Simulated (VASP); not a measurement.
# WS2 (R3m) in VASP: notebook

Runs on WS2. Level: PBE. Tasks: single point.

All numbers are computed with VASP 6.6.1; they aren't measurements. Logs are shortened: lines on timing, memory, paths and dates and some standing lists are left out, and cuts for length are marked.

## Step 1: The cell of the first run

Symmetry: R3m, No. 160, trigonal system. The conventional cell has a = 3.094 Å, b = 3.094 Å, c = 18.113 Å, α = 90.00°, β = 90.00°, γ = 120.00°. Within 3.1 Å of W (site symmetry 3m) lie 6 S at 2.34 to 2.37 Å and 6 W at 3.09 Å. Within 3.1 Å of S (site symmetry 3m) lie 3 W at 2.34 Å and 7 S at 3.07 to 3.09 Å. Within 3.1 Å of S (site symmetry 3m) lie 3 W at 2.37 Å and 7 S at 3.07 to 3.09 Å.

## Step 2: Single point, PBE (volume scaled by 0.94)

Contents of INCAR:

```
SYSTEM = WS2
PREC = Accurate ; ENCUT = 520
EDIFF = 1E-7 ; ISMEAR = -1
SIGMA = 0.08 ; LREAL = .False.
LASPH = .True. ; NELM = 80
ALGO = Normal ; ISIF = 2
LWAVE = .False. ; LCHARG = .False.
GGA = PE ; NBANDS = 20
```

Contents of KPOINTS:

```
regular mesh
0
Gamma
  13 13 13
  0 0 0
```

Contents of POSCAR:

```
WS2
1.0
    1.5467668421      0.8930262526      6.0375124514
   -1.5467668421      0.8930262526      6.0375124514
    0.0000000000     -1.7860525053      6.0375124514
W S
1 2
Direct
    0.0000000000      0.0000000000      0.0000000000
    0.7503000000      0.7503000000      0.7503000000
    0.5810000000      0.5810000000      0.5810000000
```

Potentials or basis: VASP PAW PBE potentials, release 64 (W_sv, S).

Started as:

```console
$ cat potpaw_PBE.64/W_sv/POTCAR potpaw_PBE.64/S/POTCAR > POTCAR
$ mpirun -np 1 vasp_std > vasp.out
```

OUTCAR:

```text
SYSTEM = WS2
   PREC = Accurate
   ENCUT = 520
   EDIFF = 1E-7
   ISMEAR = -1
   LREAL = .False.
   LASPH = .True.
   NELM = 80
   ISIF = 2
   GGA = PE

 ion  position               nearest neighbor table
   1  0.000  0.000  0.000-   2 2.34   2 2.34   2 2.34   3 2.37   3 2.37   3 2.37
   2  0.750  0.750  0.750-   1 2.34   1 2.34   1 2.34
   3  0.581  0.581  0.581-   1 2.37   1 2.37   1 2.37

  LATTYP: Found a trigonal (rhomboedric) cell.
 ALAT       =     6.2961528057
 COS(alpha) =     0.8792939096

  Lattice vectors:

 A1 = (   1.5467668421,   0.8930262526,   6.0375124514)
 A2 = (  -1.5467668421,   0.8930262526,   6.0375124514)
 A3 = (   0.0000000000,  -1.7860525053,   6.0375124514)

Analysis of symmetry for initial positions (statically):
=====================================================================
 Subroutine PRICEL returns:
 Original cell was already a primitive cell.

 Routine SETGRP: Setting up the symmetry group for a
 trigonal (rhombohedral) supercell.

 Subroutine GETGRP returns: Found  6 space group operations
 (whereof  6 operations were pure point group operations)
 out of a pool of 12 trial point group operations.

The static configuration has the point symmetry C_3v.

Analysis of symmetry for dynamics (positions and initial velocities):
=====================================================================
 Subroutine PRICEL returns:
 Original cell was already a primitive cell.

 Routine SETGRP: Setting up the symmetry group for a
 trigonal (rhombohedral) supercell.

 Subroutine GETGRP returns: Found  6 space group operations
 (whereof  6 operations were pure point group operations)
 out of a pool of 12 trial point group operations.

The dynamic configuration has the point symmetry C_3v.

 Subroutine INISYM returns: Found  6 space group operations
 (whereof  6 operations are pure point group operations),
 and found     1 'primitive' translations

----------------------------------------------------------------------------------------

                                     Primitive cell

  volume of cell :      50.0378

  direct lattice vectors                    reciprocal lattice vectors
     1.546766842  0.893026253  6.037512451     0.323254925  0.186631318  0.055210376
    -1.546766842  0.893026253  6.037512451    -0.323254925  0.186631318  0.055210376
     0.000000000 -1.786052505  6.037512451     0.000000000 -0.373262636  0.055210376

  length of vectors
     6.296152806  6.296152806  6.296152806     0.377323709  0.377323709  0.377323709

  position of ions in fractional coordinates (direct lattice)
     0.000000000  0.000000000  0.000000000
     0.750300000  0.750300000  0.750300000
     0.581000000  0.581000000  0.581000000

  ion indices of the primitive-cell ions
   primitive index   ion index
                 1           1
                 2           2
                 3           3

----------------------------------------------------------------------------------------

 KPOINTS: regular mesh

Automatic generation of k-mesh.
 Grid dimensions read from file:
 generate k-points for:   13   13   13

 Generating k-lattice:

  Cartesian coordinates                     Fractional coordinates (reciprocal lattice)
     0.024865763  0.014356255  0.004246952     0.076923077  0.000000000  0.000000000
    -0.024865763  0.014356255  0.004246952     0.000000000  0.076923077  0.000000000
     0.000000000 -0.028712510  0.004246952     0.000000000  0.000000000  0.076923077

  Length of vectors
     0.029024901  0.029024901  0.029024901

  Shift w.r.t. Gamma in fractional coordinates (k-lattice)
     0.000000000  0.000000000  0.000000000

 Subroutine IBZKPT returns following result:
 ===========================================

 Found    231 irreducible k-points:

 Following reciprocal coordinates:
            Coordinates               Weight
  0.000000  0.000000  0.000000      1.000000
  0.076923  0.000000  0.000000      6.000000
  0.153846  0.000000  0.000000      6.000000
  0.230769  0.000000  0.000000      6.000000
  0.307692  0.000000  0.000000      6.000000
  0.384615  0.000000  0.000000      6.000000
[... 16 lines left out ...]
  0.384615  0.153846  0.000000     12.000000
  0.461538  0.153846  0.000000     12.000000
 [... further k-points ...]
   k-points           NKPTS =    231   k-points in BZ     NKDIM =    231   number of bands    NBANDS=     20
   number of dos      NEDOS =    301   number of ions     NIONS =      3
   total plane-waves  NPLWV = 110592
   dimension x,y,z NGX =    48 NGY =   48 NGZ =   48
   dimension x,y,z NGXF=    96 NGYF=   96 NGZF=   96
   ions per type =               1   2
   NGX,Y,Z   is equivalent  to a cutoff of  12.67, 12.67, 12.67 a.u.
   NGXF,Y,Z  is equivalent  to a cutoff of  25.35, 25.35, 25.35 a.u.
 SYSTEM =  WS2
   PREC   = accura    normal or accurate (medium, high low for compatibility)
   ISTART =      0    job   : 0-new  1-cont  2-samecut
   ICHARG =      2    charge: 1-file 2-atom 10-const
   ISPIN  =      1    spin polarized calculation?
   LNONCOLLINEAR =      F non collinear calculations
   LSORBIT =      F    spin-orbit coupling
   LASPH  =      T    aspherical Exc in radial PAW
   ENCUT  =  520.0 eV  38.22 Ry    6.18 a.u.  11.71 11.71 11.71*2*pi/ulx,y,z
   NELM   =     80;   NELMIN=  2; NELMDL= -5     # of ELM steps
   EDIFF  = 0.1E-06   stopping-criterion for ELM
   LREAL  =      F    real-space projection
   EDIFFG = 0.1E-05   stopping-criterion for IOM
   NSW    =      0    number of steps for IOM
   IBRION =     -1    ionic relax: 0-MD 1-quasi-New 2-CG
   NFREE  =      0    steps in history (QN), initial steepest desc. (CG)
   ISIF   =      2    stress and relaxation
   ISYM   =      2    0-nonsym 1-usesym 2-fastsym
   POTIM  = 0.5000    time-step for ionic-motion
   TEBEG  =    0.0;   TEEND  =   0.0 temperature during run
   PSTRESS=    0.0 pullay stress
   NELECT =      26.0000    total number of electrons
   NUPDOWN=      -1.0000    fix difference up-down
   EMIN   =  10.00;   EMAX   =-10.00  energy-range for DOS
   EFERMI =   0.00;   METHOD = LEGACY
   ISMEAR =    -1;   SIGMA  =   0.08  broadening in eV -4-tet -1-fermi 0-gaus
   EFERMI_NEDOS =   21; number of points for ismear=-14 and -15
   IALGO  =     38    algorithm
   IMIX   =      4    mixing-type and parameters
     AMIX     =   0.40;   BMIX     =  1.00
     AMIX_MAG =   1.60;   BMIX_MAG =  1.00
  volume/ion in A,a.u.               =      16.68       112.56
  Fermi-wavevector in a.u.,A,eV,Ry     =   1.316133  2.487131 23.568099  1.732206
  Thomas-Fermi vector in A             =   2.446267
   LORBIT       =      0    0 simple, 1 ext, 2 COOP (PROOUT), +10 PAW based schemes
   GGA     = PE    functional components
   LHFCALC =     F    Hartree Fock is set to
   AEXX    =    0.0000 exact exchange contribution
   IVDW    =     0    specifies the selected vdW correction
   LEPSILON=     F    determine dielectric tensor
   LRPA    =     F    only Hartree local field effects (RPA)
 non-spin polarized calculation
  energy-cutoff  :      520.00
  volume of cell :       50.04
 maximum number of plane-waves:      1361
   NGX = 23   NGY = 23   NGZ = 23

 number of electron      25.9999998 magnetization

 Free energy of the ion-electron system (eV)
  ---------------------------------------------------
  ext. energy  EPLUGINS =         0.00000000
  ---------------------------------------------------
  free energy    TOTEN  =       -23.39745965 eV

  energy without entropy =      -23.39743151  energy(sigma->0) =      -23.39744558

 E-fermi :   8.7849     XC(G=0): -11.2532

 val. band max:        8.3592225722   @ k =   0.4615   0.4615   0.4615
 cond. band min:       9.3915900552   @ k =  -0.1538   0.1538   0.0000
 fundamental gap:      1.0323674830
 Fermi energy:         8.7849086643

 k-point     1 :       0.0000    0.0000    0.0000
  band No.  band energies     occupation
      1     -66.2354      2.00000
      2     -30.5805      2.00000
      3     -30.3366      2.00000
      4     -30.3366      2.00000
      5      -7.8382      2.00000
      6      -5.5970      2.00000
[... 12 lines left out ...]
     19      16.3776      0.00000
     20      17.0731      0.00000

 k-point     2 :       0.0769    0.0000    0.0000
  band No.  band energies     occupation
      1     -66.2339      2.00000
      2     -30.5754      2.00000
      3     -30.3640      2.00000
      4     -30.3428      2.00000
      5      -7.7254      2.00000
      6      -5.5690      2.00000
[... 12 lines left out ...]
     19      16.7790      0.00000
     20      17.0874      0.00000

 k-point     3 :       0.1538    0.0000    0.0000
  band No.  band energies     occupation
      1     -66.2298      2.00000
      2     -30.5614      2.00000
      3     -30.4392      2.00000
      4     -30.3601      2.00000
      5      -7.4012      2.00000
      6      -5.4879      2.00000
[... 12 lines left out ...]
     19      16.8201      0.00000
     20      17.5478      0.00000

 k-point     4 :       0.2308    0.0000    0.0000
  band No.  band energies     occupation
      1     -66.2240      2.00000
      2     -30.5443      2.00000
      3     -30.5408      2.00000
      4     -30.3843      2.00000
      5      -6.9072      2.00000
      6      -5.3646      2.00000
[... 12 lines left out ...]
     19      16.8064      0.00000
     20      17.4532      0.00000

 k-point     5 :       0.3077    0.0000    0.0000
  band No.  band energies     occupation
      1     -66.2179      2.00000
      2     -30.6526      2.00000
      3     -30.5202      2.00000
      4     -30.4099      2.00000
      5      -6.3169      2.00000
      6      -5.2198      2.00000
[... 12 lines left out ...]
     19      16.1321      0.00000
     20      16.6972      0.00000
[... 353 lines left out ...]
      6      -5.4537      2.00000
[... 12 lines left out ...]
     19      16.9089      0.00000
     20      17.1824      0.00000

 k-point    22 :       0.3077    0.1538    0.0000
  band No.  band energies     occupation
      1     -66.2211      2.00000
      2     -30.5803      2.00000
      3     -30.5312      2.00000
      4     -30.4135      2.00000
      5      -6.6053      2.00000
      6      -5.3382      2.00000
[... 12 lines left out ...]
     19      16.7815      0.00000
     20      17.4132      0.00000

 k-point    23 :       0.3846    0.1538    0.0000
  band No.  band energies     occupation
      1     -66.2157      2.00000
      2     -30.6605      2.00000
      3     -30.5124      2.00000
      4     -30.4525      2.00000
      5      -6.0520      2.00000
      6      -5.1908      2.00000
[... 12 lines left out ...]
     19      16.5118      0.00000
     20      16.9951      0.00000

 k-point    24 :       0.4615    0.1538    0.0000
  band No.  band energies     occupation
      1     -66.2111      2.00000
      2     -30.7250      2.00000
      3     -30.4967      2.00000
      4     -30.4858      2.00000
      5      -5.5319      2.00000
      6      -5.0439      2.00000
[... 12 lines left out ...]
     19      16.2211      0.00000
     20      16.8832      0.00000

 [... further k-points ...]

------------------------ aborting loop because EDIFF is reached ----------------------------------------

  FORCE on cell =-STRESS in cart. coord.  units (eV):
  Direction    XX          YY          ZZ          XY          YZ          ZX
  --------------------------------------------------------------------------------------
  -------------------------------------------------------------------------------------
  Total        5.1381035      5.1381035      5.6191948      0.0000000     -0.0000000     -0.0000000
  in kB      164.5186210    164.5186209    179.9228425      0.0000000     -0.0000000     -0.0000000
  external PRESSURE =     169.6533615 kB  Pullay stress =       0.0000000 kB

 VOLUME and BASIS-vectors are now :
 -----------------------------------------------------------------------------
  energy-cutoff  :      520.00
  volume of cell :       50.04
      direct lattice vectors                 reciprocal lattice vectors
     1.546766842  0.893026253  6.037512451     0.323254925  0.186631318  0.055210376
    -1.546766842  0.893026253  6.037512451    -0.323254925  0.186631318  0.055210376
     0.000000000 -1.786052505  6.037512451     0.000000000 -0.373262636  0.055210376

 POSITION                                       TOTAL-FORCE (eV/Angst)
 -----------------------------------------------------------------------------------
      0.00000      0.00000      0.00000         0.000000      0.000000     -0.702620
      0.00000     -0.00000     13.58984         0.000000     -0.000000      1.766646
      0.00000     -0.00000     10.52338         0.000000      0.000000     -1.064026
 -----------------------------------------------------------------------------------
    total drift:                                0.000000      0.000000      0.000059

  FREE ENERGIE OF THE ION-ELECTRON SYSTEM (eV)
  ---------------------------------------------------
  free  energy   TOTEN  =       -23.3974596457 eV

  energy  without entropy=      -23.3974315143  energy(sigma->0) =      -23.39744558
```

Run time: 4.5 min. Hardware: 1 thread of Intel Xeon 6975P-C (Granite Rapids), shared host; peak memory 0.46 GiB.

Results:

- Free energy: -23.3975 eV
- Pressure: 17.0 GPa
- Largest force: 1.767 eV/Å
- Band gap on the k mesh: 1.03 eV, indirect (least direct gap 2.29 eV)

Forces in eV/Å, atoms in the order of the input:
```
W    0.000  0.000 -0.703
S    0.000  0.000  1.767
S    0.000  0.000 -1.064
```

Levels at points of the mesh, in eV from the valence-band top:
```tsv
k point	band 9	band 10	band 11	band 12	band 13	band 14	band 15	band 16	band 17	band 18
(0.00, 0.00, 0.00)	-3.84	-2.47	-2.47	-1.68	-1.40	2.27	2.27	2.72	2.72	4.98
```

Caveat: spin-orbit coupling is left out, which moves the levels of the heavy elements; forces of over 1 eV/Å act on the atoms, so gaps and moduli don't describe the material at rest. A k mesh can miss the band edges.

## Step 3: Single point, PBE (volume scaled by 0.98)

Contents of INCAR:

```
ALGO = Normal
EDIFF = 1E-6
ENCUT = 520
GGA = PE
ISIF = 2
ISMEAR = -1
LASPH = True
LCHARG = False
LREAL = False
LWAVE = False
NBANDS = 20
NELM = 100
PREC = Accurate
SIGMA = 0.08
```

Contents of KPOINTS:

```
k-points
0
Gamma
  13 13 13
```

Contents of POSCAR:

```
WS2
1.0
    1.5684027470      0.9055177481      6.1219641228
   -1.5684027470      0.9055177481      6.1219641228
    0.0000000000     -1.8110354963      6.1219641228
W S
1 2
Direct
    0.0000000000      0.0000000000      0.0000000000
    0.7503000000      0.7503000000      0.7503000000
    0.5810000000      0.5810000000      0.5810000000
```

Potentials or basis: VASP PAW PBE potentials, release 64 (W_sv, S).

Started as:

```console
$ cat potpaw_PBE.64/W_sv/POTCAR potpaw_PBE.64/S/POTCAR > POTCAR
$ mpirun -np 1 vasp_std > vasp.out
```

Wall time 4 min (1 thread of Intel Xeon 6975P-C (Granite Rapids), shared host); peak memory 0.46 GiB.

The run converged. Its results:

| Item | Value |
| --- | --- |
| Free energy | -23.5640 eV |
| Pressure | 8.3 GPa |
| Largest force | 0.898 eV/Å |
| Band gap on the k mesh | 1.06 eV, indirect (least direct gap 2.17 eV) |

Forces in eV/Å, atoms in the order of the input:
```
W    0.000  0.000 -0.640
S    0.000  0.000  0.898
S    0.000  0.000 -0.258
```

Stress tensor (GPa, compression positive):
```
7.98 0.00 0.00
0.00 7.98 0.00
0.00 0.00 8.81
```

Levels at points of the mesh, in eV from the valence-band top:
| k point | band 10 | band 11 | band 12 | band 13 | band 14 | band 15 | band 16 | band 17 |
| --- | --- | --- | --- | --- | --- | --- | --- | --- |
| (0.00, 0.00, 0.00) | -2.34 | -2.34 | -1.61 | -1.25 | 2.23 | 2.23 | 2.60 | 2.60 |

Caveat: spin-orbit coupling is left out, which moves the levels of the heavy elements.

## Step 4: Single point, PBE (volume scaled by 1.01)

Contents of INCAR:

```
PREC = Accurate
ENCUT = 520
EDIFF = 1E-6
ISMEAR = -1
SIGMA = 0.08
LREAL = False
LASPH = True
NELM = 80
ALGO = Normal
ISIF = 2
LWAVE = False
LCHARG = False
GGA = PE
NBANDS = 20
```

Contents of KPOINTS:

```
regular mesh
0
Gamma
  13 13 13
```

Contents of POSCAR:

```
WS2
1.0
    1.5842462713      0.9146650112      6.1838063298
   -1.5842462713      0.9146650112      6.1838063298
    0.0000000000     -1.8293300223      6.1838063298
W S
1 2
Direct
    0.0000000000      0.0000000000      0.0000000000
    0.7503000000      0.7503000000      0.7503000000
    0.5810000000      0.5810000000      0.5810000000
```

Started as:

```console
$ cat potpaw_PBE.64/W_sv/POTCAR potpaw_PBE.64/S/POTCAR > POTCAR
$ mpirun -np 1 vasp_std > vasp.out
```

Run time: 3.8 min. Hardware: 1 thread of Intel Xeon 6975P-C (Granite Rapids), shared host; peak memory 0.47 GiB.

It converged, with:

- Free energy: -23.6193 eV
- Pressure: 2.8 GPa
- Largest force: 0.597 eV/Å
- Band gap on the k mesh: 1.08 eV, indirect (least direct gap 2.08 eV)

Forces on the atoms (eV/Å):
```
W    0.000  0.000 -0.597
S    0.000  0.000  0.329
S    0.000  0.000  0.268
```

Stress tensor (GPa, compression positive):
```
2.71 0.00 0.00
0.00 2.71 0.00
0.00 0.00 3.08
```

Levels at points of the mesh, in eV from the valence-band top:
```csv
k point,band 11,band 12,band 13,band 14,band 15,band 16
"(0.00, 0.00, 0.00)",-2.25,-1.56,-1.15,2.19,2.19,2.52
```

Caveat: spin-orbit coupling is left out, which moves the levels of the heavy elements. A k mesh can miss the band edges.

## Step 5: Single point, PBE (volume scaled by 1.04)

Contents of INCAR:

```
SYSTEM = WS2
ALGO = Normal
EDIFF = 1E-6
ENCUT = 520
GGA = PE
ISIF = 2
ISMEAR = -1
LASPH = .True.
LCHARG = .False.
LREAL = .False.
LWAVE = .False.
NBANDS = 20
NELM = 80
PREC = Accurate
SIGMA = 0.08
```

Contents of KPOINTS:

```
k-points
0
Gamma
  13 13 13
  0 0 0
```

Contents of POSCAR:

```
WS2
1.0
    1.5997790880      0.9236328871      6.2444357484
   -1.5997790880      0.9236328871      6.2444357484
    0.0000000000     -1.8472657741      6.2444357484
W S
1 2
Direct
    0.0000000000      0.0000000000      0.0000000000
    0.7503000000      0.7503000000      0.7503000000
    0.5810000000      0.5810000000      0.5810000000
```

Started as:

```console
$ cat potpaw_PBE.64/W_sv/POTCAR potpaw_PBE.64/S/POTCAR > POTCAR
$ mpirun -np 1 vasp_std > vasp.out
```

It took 3.9 min on 1 thread of Intel Xeon 6975P-C (Granite Rapids), shared host; peak memory 0.47 GiB.

The run converged. Its results:

| Item | Value |
| --- | --- |
| Free energy | -23.6245 eV |
| Pressure | -1.8 GPa |
| Largest force | 0.736 eV/Å |
| Band gap on the k mesh | 1.10 eV, indirect (least direct gap 2.00 eV) |

Forces on the atoms (eV/Å):
```
W    0.000  0.000 -0.557
S    0.000  0.000 -0.179
S    0.000  0.000  0.736
```

Levels at points of the mesh, in eV from the valence-band top:
```tsv
k point	band 10	band 11	band 12	band 13	band 14	band 15	band 16	band 17
(0.00, 0.00, 0.00)	-2.17	-2.17	-1.53	-1.06	2.15	2.15	2.44	2.44
```

Caveat: spin-orbit coupling is left out, which moves the levels of the heavy elements. A k mesh can miss the band edges.

## Step 6: Overview

```tsv
cell	gap on the mesh (eV)	pressure (GPa)	largest force (eV/Å)
a = 6.296 Å, angles 28.4°, 3 atoms	1.03	17.0	1.77
a = 6.384 Å, angles 28.4°, 3 atoms	1.06	8.3	0.90
a = 6.449 Å, angles 28.4°, 3 atoms	1.08	2.8	0.60
a = 6.512 Å, angles 28.4°, 3 atoms	1.10	-1.8	0.74
```

Alike in all rows: task single point; level PBE; potentials or basis VASP PAW PBE potentials, release 64 (W_sv, S); no spin polarisation; k mesh 13 × 13 × 13; cutoff (eV) 520; smearing fermi-dirac 0.08 eV.

Caveats: spin-orbit coupling is left out, which moves the levels of the heavy elements; forces of over 1 eV/Å act on the atoms, so gaps and moduli don't describe the material at rest (some runs).

Absolute energies hang on the potentials; compare differences alone.
